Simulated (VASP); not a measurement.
# HfMoC2 (P4/mmm) in VASP: a series of runs

HfMoC2 is run at these levels: PBEsol+U; tasks: relaxation of cell and atoms.

Program: VASP 6.6.1. These are calculated values, not measurements. Logs are shortened: lines on timing, memory, paths and dates and some standing lists are left out, and cuts for length are marked.

### Step 1. The cell of the first run

The structure is tetragonal, space group P4/mmm (No. 123). The conventional cell has a = 3.191 Å, b = 3.191 Å, c = 4.485 Å, α = 90.00°, β = 90.00°, γ = 90.00°. Within 3.0 Å of Hf (site symmetry 4/mmm) lie 6 C at 2.24 to 2.26 Å. Mo (site symmetry 4/mmm) has 6 C at 2.24 to 2.26 Å within 3.0 Å. C (site symmetry 4/mmm) has 2 Mo at 2.24 Å and 4 Hf at 2.26 Å within 3.0 Å. C (site symmetry 4/mmm) has 2 Hf at 2.24 Å and 4 Mo at 2.26 Å within 3.0 Å.

### Step 2. Relaxation of cell and atoms, PBEsol+U

Contents of INCAR:

```
PREC     = Accurate       # precision mode
ENCUT    = 600            # plane-wave cutoff, eV
EDIFF    = 1E-6           # SCF threshold, eV
ISMEAR   = -1             # smearing method
SIGMA    = 0.05           # smearing width, eV
LREAL    = F              # projectors in reciprocal space
LASPH    = T              # aspherical terms in the spheres
NELM     = 150            # most SCF steps
ALGO     = Normal         # electronic algorithm
ISIF     = 3              # what is computed and relaxed
LWAVE    = F              # write WAVECAR
LCHARG   = F              # write CHGCAR
LMAXMIX  = 4              # l up to which the mixer works
LDAU     = T              # DFT+U
LDAUTYPE = 2            
LDAUL    = 2 2 -1         # shell
LDAUU    = 1 1 0          # U, eV
LDAUJ    = 0 0 0        
LDAUPRINT= 1            
GGA      = PS             # functional
IBRION   = 2              # ionic algorithm
NSW      = 60             # ionic steps
EDIFFG   = -0.01          # ionic threshold
```

Contents of KPOINTS:

```
Automatic mesh
0
Gamma
  8 8 6
```

Contents of POSCAR:

```
HfMoC2
1.0
    3.1914230000      0.0000000000      0.0000000000
    0.0000000000      3.1914230000      0.0000000000
    0.0000000000      0.0000000000      4.4851640000
Hf Mo C
1 1 2
Direct
    0.0000000000      0.0000000000      0.0000000000
    0.5000000000      0.5000000000      0.5000000000
    0.5000000000      0.5000000000      0.0000000000
    0.0000000000      0.0000000000      0.5000000000
```

Potentials or basis: VASP PAW PBE potentials, release 64 (Hf_pv, Mo_sv, C).

On the command line:

```bash
$ cat potpaw_PBE.64/Hf_pv/POTCAR potpaw_PBE.64/Mo_sv/POTCAR potpaw_PBE.64/C/POTCAR > POTCAR
$ mpirun -np 1 vasp_std > vasp.out
```

OUTCAR:

```text
PREC = Accurate
   ENCUT = 600
   EDIFF = 1E-6
   ISMEAR = -1
   LREAL = F
   LASPH = T
   NELM = 150
   ISIF = 3
   GGA = PS
   IBRION = 2
   NSW = 60
   EDIFFG = -0.01

 ion  position               nearest neighbor table
   1  0.000  0.000  0.000-   4 2.24   4 2.24   3 2.26   3 2.26   3 2.26   3 2.26   2 3.18   2 3.18
                             2 3.18   2 3.18   2 3.18   2 3.18   2 3.18   2 3.18
   2  0.500  0.500  0.500-   3 2.24   3 2.24   4 2.26   4 2.26   4 2.26   4 2.26   1 3.18   1 3.18
                             1 3.18   1 3.18   1 3.18   1 3.18   1 3.18   1 3.18
   3  0.500  0.500  0.000-   2 2.24   2 2.24   1 2.26   1 2.26   1 2.26   1 2.26
   4  0.000  0.000  0.500-   1 2.24   1 2.24   2 2.26   2 2.26   2 2.26   2 2.26

  LATTYP: Found a simple tetragonal cell.
 ALAT       =     3.1914230000
 C/A-ratio  =     1.4053806092

  Lattice vectors:

 A1 = (   3.1914230000,   0.0000000000,   0.0000000000)
 A2 = (   0.0000000000,   3.1914230000,   0.0000000000)
 A3 = (   0.0000000000,   0.0000000000,   4.4851640000)

Analysis of symmetry for initial positions (statically):
=====================================================================
 Subroutine PRICEL returns:
 Original cell was already a primitive cell.

 Routine SETGRP: Setting up the symmetry group for a
 simple tetragonal supercell.

 Subroutine GETGRP returns: Found 16 space group operations
 (whereof 16 operations were pure point group operations)
 out of a pool of 16 trial point group operations.

The static configuration has the point symmetry D_4h.

Analysis of symmetry for dynamics (positions and initial velocities):
=====================================================================
 Subroutine PRICEL returns:
 Original cell was already a primitive cell.

 Routine SETGRP: Setting up the symmetry group for a
 simple tetragonal supercell.

 Subroutine GETGRP returns: Found 16 space group operations
 (whereof 16 operations were pure point group operations)
 out of a pool of 16 trial point group operations.

The dynamic configuration has the point symmetry D_4h.

 Subroutine INISYM returns: Found 16 space group operations
 (whereof 16 operations are pure point group operations),
 and found     1 'primitive' translations

----------------------------------------------------------------------------------------

                                     Primitive cell

  volume of cell :      45.6822

  direct lattice vectors                    reciprocal lattice vectors
     3.191423000  0.000000000  0.000000000     0.313339849  0.000000000  0.000000000
     0.000000000  3.191423000  0.000000000     0.000000000  0.313339849  0.000000000
     0.000000000  0.000000000  4.485164000     0.000000000  0.000000000  0.222957288

  length of vectors
     3.191423000  3.191423000  4.485164000     0.313339849  0.313339849  0.222957288

  position of ions in fractional coordinates (direct lattice)
     0.000000000  0.000000000  0.000000000
     0.500000000  0.500000000  0.500000000
     0.500000000  0.500000000  0.000000000
     0.000000000  0.000000000  0.500000000

  ion indices of the primitive-cell ions
   primitive index   ion index
                 1           1
                 2           2
                 3           3
                 4           4

[... 109 lines left out ...]
  volume of cell :       45.68
 maximum number of plane-waves:      1546
 NGX is ok and might be reduce to    28
   NGX = 13   NGY = 13   NGZ = 17

--------------------------------------- Ionic step        1  -------------------------------------------

 number of electron      31.9999999 magnetization

 Free energy of the ion-electron system (eV)
  ---------------------------------------------------
  ext. energy  EPLUGINS =         0.00000000
  ---------------------------------------------------
  free energy    TOTEN  =       -41.41818254 eV

  energy without entropy =      -41.40508768  energy(sigma->0) =      -41.41163511

------------------------ aborting loop because EDIFF is reached ----------------------------------------

  FORCE on cell =-STRESS in cart. coord.  units (eV):
  Direction    XX          YY          ZZ          XY          YZ          ZX
  --------------------------------------------------------------------------------------
  -------------------------------------------------------------------------------------
  Total       -1.3801190     -1.3801190     -2.6046472      0.0000000      0.0000000      0.0000000
  in kB      -48.4038662    -48.4038662    -91.3508121      0.0000000      0.0000000      0.0000000
  external PRESSURE =     -62.7195149 kB  Pullay stress =       0.0000000 kB
[... 25 lines left out ...]
--------------------------------------- Ionic step        2  -------------------------------------------

 number of electron      32.0000001 magnetization

 E-fermi :  10.1633     XC(G=0): -13.3937

 val. band max:       10.1562953360   @ k =   0.5000   0.0000   0.1667
 cond. band min:      10.1640611222   @ k =   0.0000   0.0000   0.0000
 fundamental gap:      0.0077657862
 Fermi energy:        10.1632546436

 k-point     1 :       0.0000    0.0000    0.0000
  band No.  band energies     occupation
      1     -51.8176      2.00000
      2     -25.9502      2.00000
      3     -25.8560      2.00000
      4     -25.8560      2.00000
      5     -20.1959      2.00000
      6     -19.8430      2.00000
[... 688 lines left out ...]
  FREE ENERGIE OF THE ION-ELECTRON SYSTEM (eV)
  ---------------------------------------------------
  free  energy   TOTEN  =       -41.4414958334 eV

  energy  without entropy=      -41.4318623737  energy(sigma->0) =      -41.43667910

atom =   1  type =  1  l = 2

 onsite density matrix

spin component  1

  0.2492 -0.0000  0.0000  0.0000 -0.0000
 -0.0000  0.1369 -0.0000  0.0000 -0.0000
  0.0000 -0.0000  0.2703  0.0000  0.0000
  0.0000  0.0000  0.0000  0.1369 -0.0000
 -0.0000 -0.0000  0.0000 -0.0000  0.1560

spin component  2

  0.2492 -0.0000  0.0000  0.0000 -0.0000
 -0.0000  0.1369 -0.0000  0.0000 -0.0000
  0.0000 -0.0000  0.2703  0.0000  0.0000
  0.0000  0.0000  0.0000  0.1369 -0.0000
 -0.0000 -0.0000  0.0000 -0.0000  0.1560

 occupancies and eigenvectors

  o =  0.1369  v =  0.0000  0.0378  0.0000  0.9993 -0.0000  0.0000  0.0000  0.0000  0.0000  0.0000      0.0000  0.0000  0.0000  0.0000  0.0000  0.0000  0.0000  0.0000  0.0000  0.0000
  o =  0.1369  v =  0.0000  0.0000  0.0000  0.0000  0.0000  0.0000  0.0378  0.0000  0.9993 -0.0000      0.0000  0.0000  0.0000  0.0000  0.0000  0.0000  0.0000  0.0000  0.0000  0.0000
  o =  0.1369  v =  0.0000  0.9993  0.0000 -0.0378 -0.0000  0.0000  0.0000  0.0000  0.0000  0.0000      0.0000  0.0000  0.0000  0.0000  0.0000  0.0000  0.0000  0.0000  0.0000  0.0000
  o =  0.1369  v =  0.0000  0.0000  0.0000  0.0000  0.0000  0.0000  0.9993  0.0000 -0.0378 -0.0000      0.0000  0.0000  0.0000  0.0000  0.0000  0.0000  0.0000  0.0000  0.0000  0.0000
  o =  0.1560  v =  0.0000 -0.0000  0.0000 -0.0000 -1.0000  0.0000  0.0000  0.0000  0.0000  0.0000      0.0000  0.0000  0.0000  0.0000  0.0000  0.0000  0.0000  0.0000  0.0000  0.0000
  o =  0.1560  v =  0.0000  0.0000  0.0000  0.0000  0.0000  0.0000 -0.0000  0.0000 -0.0000 -1.0000      0.0000  0.0000  0.0000  0.0000  0.0000  0.0000  0.0000  0.0000  0.0000  0.0000
  o =  0.2492  v =  1.0000  0.0000  0.0000  0.0000  0.0000  0.0000  0.0000  0.0000  0.0000  0.0000      0.0000  0.0000  0.0000  0.0000  0.0000  0.0000  0.0000  0.0000  0.0000  0.0000
  o =  0.2492  v =  0.0000  0.0000  0.0000  0.0000  0.0000  1.0000  0.0000  0.0000  0.0000  0.0000      0.0000  0.0000  0.0000  0.0000  0.0000  0.0000  0.0000  0.0000  0.0000  0.0000
  o =  0.2703  v =  0.0000  0.0000 -1.0000 -0.0000 -0.0000  0.0000  0.0000  0.0000  0.0000  0.0000      0.0000  0.0000  0.0000  0.0000  0.0000  0.0000  0.0000  0.0000  0.0000  0.0000
  o =  0.2703  v =  0.0000  0.0000  0.0000  0.0000  0.0000  0.0000  0.0000 -1.0000 -0.0000 -0.0000      0.0000  0.0000  0.0000  0.0000  0.0000  0.0000  0.0000  0.0000  0.0000  0.0000

atom =   2  type =  2  l = 2

 onsite density matrix

spin component  1

  0.3960  0.0000  0.0000  0.0000  0.0000
  0.0000  0.4038  0.0000  0.0000  0.0000
  0.0000  0.0000  0.3882  0.0000 -0.0000
  0.0000  0.0000  0.0000  0.4038 -0.0000
  0.0000  0.0000 -0.0000 -0.0000  0.3493

spin component  2

  0.3960  0.0000  0.0000  0.0000  0.0000
  0.0000  0.4038  0.0000  0.0000  0.0000
  0.0000  0.0000  0.3882  0.0000 -0.0000
  0.0000  0.0000  0.0000  0.4038 -0.0000
  0.0000  0.0000 -0.0000 -0.0000  0.3493

 occupancies and eigenvectors

  o =  0.3493  v =  0.0000  0.0000  0.0000  0.0000  1.0000  0.0000  0.0000  0.0000  0.0000  0.0000      0.0000  0.0000  0.0000  0.0000  0.0000  0.0000  0.0000  0.0000  0.0000  0.0000
  o =  0.3493  v =  0.0000  0.0000  0.0000  0.0000  0.0000  0.0000  0.0000  0.0000  0.0000  1.0000      0.0000  0.0000  0.0000  0.0000  0.0000  0.0000  0.0000  0.0000  0.0000  0.0000
  o =  0.3882  v =  0.0000 -0.0000 -1.0000 -0.0000  0.0000  0.0000  0.0000  0.0000  0.0000  0.0000      0.0000  0.0000  0.0000  0.0000  0.0000  0.0000  0.0000  0.0000  0.0000  0.0000
  o =  0.3882  v =  0.0000  0.0000  0.0000  0.0000  0.0000  0.0000 -0.0000 -1.0000 -0.0000  0.0000      0.0000  0.0000  0.0000  0.0000  0.0000  0.0000  0.0000  0.0000  0.0000  0.0000
  o =  0.3960  v =  0.0000  0.0000  0.0000  0.0000  0.0000  1.0000  0.0000  0.0000  0.0000  0.0000      0.0000  0.0000  0.0000  0.0000  0.0000  0.0000  0.0000  0.0000  0.0000  0.0000
  o =  0.3960  v =  1.0000  0.0000  0.0000  0.0000  0.0000  0.0000  0.0000  0.0000  0.0000  0.0000      0.0000  0.0000  0.0000  0.0000  0.0000  0.0000  0.0000  0.0000  0.0000  0.0000
  o =  0.4038  v =  0.0000  0.0000  0.0000  0.0000  0.0000  0.0000 -0.7466  0.0000 -0.6653  0.0000      0.0000  0.0000  0.0000  0.0000  0.0000  0.0000  0.0000  0.0000  0.0000  0.0000
  o =  0.4038  v =  0.0000 -0.7466  0.0000 -0.6653  0.0000  0.0000  0.0000  0.0000  0.0000  0.0000      0.0000  0.0000  0.0000  0.0000  0.0000  0.0000  0.0000  0.0000  0.0000  0.0000
  o =  0.4038  v =  0.0000  0.0000  0.0000  0.0000  0.0000  0.0000  0.6653 -0.0000 -0.7466  0.0000      0.0000  0.0000  0.0000  0.0000  0.0000  0.0000  0.0000  0.0000  0.0000  0.0000
  o =  0.4038  v =  0.0000  0.6653 -0.0000 -0.7466  0.0000  0.0000  0.0000  0.0000  0.0000  0.0000      0.0000  0.0000  0.0000  0.0000  0.0000  0.0000  0.0000  0.0000  0.0000  0.0000

--------------------------------------- Ionic step        6  -------------------------------------------

 number of electron      32.0000001 magnetization

 Free energy of the ion-electron system (eV)
  ---------------------------------------------------
  ext. energy  EPLUGINS =         0.00000000
  ---------------------------------------------------
  free energy    TOTEN  =       -41.44171856 eV

  energy without entropy =      -41.43156586  energy(sigma->0) =      -41.43664221

 E-fermi :   9.6414     XC(G=0): -13.1660

 val. band max:        9.6409373555   @ k =   0.1250   0.1250   0.3333
 cond. band min:       9.6755989743   @ k =   0.0000   0.0000   0.0000
 fundamental gap:      0.0346616187
 Fermi energy:         9.6413770546

 k-point     1 :       0.0000    0.0000    0.0000
  band No.  band energies     occupation
      1     -52.3767      2.00000
      2     -26.4736      2.00000
      3     -26.4044      2.00000
      4     -26.4044      2.00000
      5     -20.8198      2.00000
      6     -20.5137      2.00000
[... 574 lines left out ...]
  FREE ENERGIE OF THE ION-ELECTRON SYSTEM (eV)
  ---------------------------------------------------
  free  energy   TOTEN  =       -41.4417185629 eV

  energy  without entropy=      -41.4315658551  energy(sigma->0) =      -41.43664221

 reached required accuracy - stopping structural energy minimisation
```

Run time: 3.5 min. Hardware: 1 thread of Intel Xeon Platinum 8488C (Sapphire Rapids), shared host; peak memory 0.23 GiB.

What came out:

* Free energy: -41.4417 eV
* Relaxed volume: 11.17 Å³/atom
* Relaxed cell: a = 3.176 Å, b = 3.176 Å, c = 4.427 Å, α = 90.00°, β = 90.00°, γ = 90.00°
* Space group after relaxing (to 0.05 Å): P4/mmm (No. 123)
* Energy gained by relaxing: 5.9 meV/atom
* Ionic steps: 6
* Pressure after relaxing: 0.1 GPa
* Band gap on the k mesh: zero (band 16 reaches 10.82 eV, above the bottom of band 17 at 8.20 eV)

Step by step:
| step | energy change (eV) | largest force (eV/Å) | pressure (GPa) | volume (Å³) |
| --- | --- | --- | --- | --- |
| 1 | 0.0000 | 0.0000 | -6.27 | 45.68 |
| 2 | 0.0598 | 0.0000 | 14.10 | 42.79 |
| 3 | -0.0230 | 0.0000 | 0.15 | 44.65 |
| 4 | -0.0231 | 0.0000 | 0.28 | 44.63 |
| 5 | -0.0233 | 0.0000 | -0.04 | 44.70 |
| 6 | -0.0235 | 0.0000 | 0.07 | 44.67 |

Final structure:
```
Hf Mo C
1.0
     3.17646    0.00000    0.00000
     0.00000    3.17646    0.00000
     0.00000    0.00000    4.42729
Hf Mo C
1 1 2
Direct
  0.00000 0.00000 0.00000
  0.50000 0.50000 0.50000
  0.50000 0.50000 0.00000
  0.00000 0.00000 0.50000
```

Eigenvalues of the final occupation matrices:
```csv
site,spin,trace,eigenvalues
site 1 d,1,0.95,0.14 0.14 0.16 0.25 0.27
site 1 d,2,0.95,0.14 0.14 0.16 0.25 0.27
site 2 d,1,1.94,0.35 0.39 0.40 0.40 0.40
site 2 d,2,1.94,0.35 0.39 0.40 0.40 0.40
```

Caveat: the PAW data sets were made with another functional, which shifts forces and pressure a little; spin-orbit coupling is left out, which moves the levels of the heavy elements; U without spin polarisation on a metal has little footing; the U is typed as a test and isn't derived for this compound.

### Step 3. Relaxation of cell and atoms, PBEsol+U

Contents of INCAR:

```
PREC = Accurate ; ENCUT = 600
EDIFF = 1E-6 ; ISMEAR = -1
SIGMA = 0.05 ; LREAL = False
LASPH = True ; NELM = 150
ALGO = Normal ; ISIF = 3
LWAVE = False ; LCHARG = False
LMAXMIX = 4 ; LDAU = True
LDAUTYPE = 2 ; LDAUL = 2 2 -1
LDAUU = 2 2 0 ; LDAUJ = 0 0 0
LDAUPRINT = 1 ; GGA = PS
IBRION = 2 ; NSW = 60
EDIFFG = -0.01
```

Contents of KPOINTS:

```
regular mesh
0
Gamma
  8 8 6
```

POSCAR is that of step 2.

Potentials or basis: VASP PAW PBE potentials, release 64 (Hf_pv, Mo_sv, C).

On the command line:

```bash
$ cat potpaw_PBE.64/Hf_pv/POTCAR potpaw_PBE.64/Mo_sv/POTCAR potpaw_PBE.64/C/POTCAR > POTCAR
$ mpirun -np 1 vasp_std > vasp.out
```

Run time: 4.4 min. Hardware: 1 thread of Intel Xeon Platinum 8488C (Sapphire Rapids), shared host; peak memory 0.23 GiB.

It converged, with:

```
Free energy                            : -39.5164 eV
Relaxed volume                         : 11.28 Å³/atom
Relaxed cell                           : a = 3.187 Å, b = 3.187 Å, c = 4.442 Å, α = 90.00°, β = 90.00°, γ = 90.00°
Space group after relaxing (to 0.05 Å) : P4/mmm (No. 123)
Energy gained by relaxing              : 2.4 meV/atom
Ionic steps                            : 7
Pressure after relaxing                : 0.0 GPa
Band gap on the k mesh                 : zero (band 16 reaches 10.75 eV, above the bottom of band 17 at 8.29 eV)
```

The path:
```csv
step,energy change (eV),largest force (eV/Å),pressure (GPa),volume (Å³)
1,0.0000,0.0000,-3.47,45.68
2,0.0165,0.0000,7.28,44.06
3,-0.0090,0.0000,0.36,45.07
4,-0.0090,0.0000,0.43,45.06
5,-0.0093,0.0000,-0.19,45.16
6,-0.0095,0.0000,0.07,45.12
7,-0.0095,0.0000,0.05,45.11
```

Final structure:
```
Hf Mo C
1.0
     3.18706    0.00000    0.00000
     0.00000    3.18706    0.00000
     0.00000    0.00000    4.44161
Hf Mo C
1 1 2
Direct
  0.00000 0.00000 0.00000
  0.50000 0.50000 0.50000
  0.50000 0.50000 0.00000
  0.00000 0.00000 0.50000
```

Levels at points of the mesh, in eV from the Fermi level:
| k point | band 14 | band 15 | band 16 | band 17 | band 18 | band 19 |
| --- | --- | --- | --- | --- | --- | --- |
| (0.00, 0.00, 0.00) | -1.36 | -1.36 | -0.42 | -0.23 | -0.02 | -0.02 |
| (0.50, 0.00, 0.00) | -3.80 | -3.74 | -0.47 | 1.04 | 2.16 | 3.27 |
| (0.50, 0.50, 0.00) | -1.36 | -1.18 | -1.18 | -1.02 | 1.16 | 1.50 |
| (0.00, 0.00, 0.50) | -2.37 | -1.82 | -1.82 | -1.34 | -0.31 | 2.13 |
| (0.50, 0.00, 0.50) | -4.45 | -4.30 | 1.09 | 1.15 | 1.77 | 4.81 |
| (0.50, 0.50, 0.50) | -4.40 | -4.35 | 1.11 | 1.11 | 1.51 | 3.32 |

Eigenvalues of the final occupation matrices:
```tsv
site	spin	trace	eigenvalues
site 1 d	1	0.92	0.13 0.13 0.15 0.24 0.27
site 1 d	2	0.92	0.13 0.13 0.15 0.24 0.27
site 2 d	1	1.92	0.34 0.38 0.39 0.40 0.40
site 2 d	2	1.92	0.34 0.38 0.39 0.40 0.40
```

Caveat: the PAW data sets were made with another functional, which shifts forces and pressure a little; spin-orbit coupling is left out, which moves the levels of the heavy elements; U without spin polarisation on a metal has little footing; the U is typed as a test and isn't derived for this compound.
